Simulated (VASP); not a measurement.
The system is Mg2Te3O.

```
Mg Te O
1.0
     3.20210    0.00000    0.00000
     0.00000    3.20210    0.00000
     0.00000    0.00000   13.05584
Mg Te O
2 3 1
Direct
  0.00000 0.00000 0.08147
  0.50000 0.50000 0.48571
  0.00000 0.00000 0.64384
  0.00000 0.00000 0.32275
  0.50000 0.50000 0.88846
  0.50000 0.50000 0.07777
```

The cell was generated, and may not be a known phase.

- Program: VASP 6.6.1
- Task: relaxation of cell and atoms
- Functional: PBE
- Potentials or basis: VASP PAW PBE potentials, release 64 (Mg, Te, O)
- Cutoff: 600 eV
- k mesh: 6 × 6 × 2
- Occupations: gaussian, width 0.1 eV
- Spin: no spin polarisation

At the start: pressure 0.4 GPa; volume 22.31 Å³/atom.

Q: How do energy, volume and symmetry change on relaxing?

A: Over 35 steps the energy falls by 49.0 meV/atom and the volume is 24.74 Å³/atom (+10.9 %); space group P4mm (No. 99, to 0.1 Å) before and after.

The path:
```tsv
step	energy change (eV)	largest force (eV/Å)	pressure (GPa)	volume (Å³)
1	0.0000	0.3885	0.44	133.87
2	-0.0189	0.3161	-0.10	135.05
3	-0.0465	0.2881	-1.52	138.62
4	-0.0559	0.2882	-1.43	138.48
5	-0.0821	0.2896	-1.12	138.07
6	-0.1228	0.2912	-0.40	137.22
7	-0.1544	0.3836	1.43	135.42
8	-0.1713	0.3731	1.45	136.24
9	-0.2028	0.3897	1.77	138.64
10	-0.1630	0.5077	3.04	143.11
11	-0.2061	0.4176	2.09	139.85
12	-0.2494	0.3153	0.45	144.72
13	-0.2554	0.3361	-0.37	147.53
14	-0.2629	0.2941	-0.29	147.56
15	-0.2777	0.1539	-0.01	147.63
16	-0.2657	0.2619	0.74	147.78
17	-0.2803	0.1292	0.18	147.68
18	-0.2822	0.0853	-0.12	148.44
19	-0.2823	0.0773	-0.17	148.58
20	-0.2834	0.0565	0.00	148.28
21	-0.2834	0.0615	0.04	148.19
22	-0.2840	0.0555	0.02	148.31
23	-0.2853	0.0675	-0.04	148.66
24	-0.2856	0.1011	-0.17	149.37
25	-0.2858	0.0876	-0.12	149.07
26	-0.2862	0.0845	-0.11	149.05
27	-0.2872	0.0760	-0.08	148.98
28	-0.2888	0.0590	-0.02	148.83
29	-0.2909	0.0411	0.10	148.53
30	-0.2900	0.1140	0.37	147.95
31	-0.2913	0.0679	0.20	148.32
32	-0.2924	0.0612	-0.05	148.81
33	-0.2924	0.0609	-0.10	148.92
34	-0.2929	0.0523	-0.09	148.80
35	-0.2938	0.0315	0.00	148.43
```

Final structure:
```yaml
crystal:
  lattice:
    - [3.10793, 0.00000, 0.00000]
    - [0.00000, 3.10793, 0.00000]
    - [0.00000, 0.00000, 15.36653]
  atoms:
    - { symbol: Mg, position: [0.00000, 0.00000, 0.11032] }
    - { symbol: Mg, position: [0.50000, 0.50000, 0.47221] }
    - { symbol: Te, position: [0.00000, 0.00000, 0.60963] }
    - { symbol: Te, position: [0.00000, 0.00000, 0.33435] }
    - { symbol: Te, position: [0.50000, 0.50000, 0.86189] }
    - { symbol: O, position: [0.50000, 0.50000, 0.11160] }
```

Caveat: a cell axis changed by over 15 % at a fixed basis, so the end point is rough.
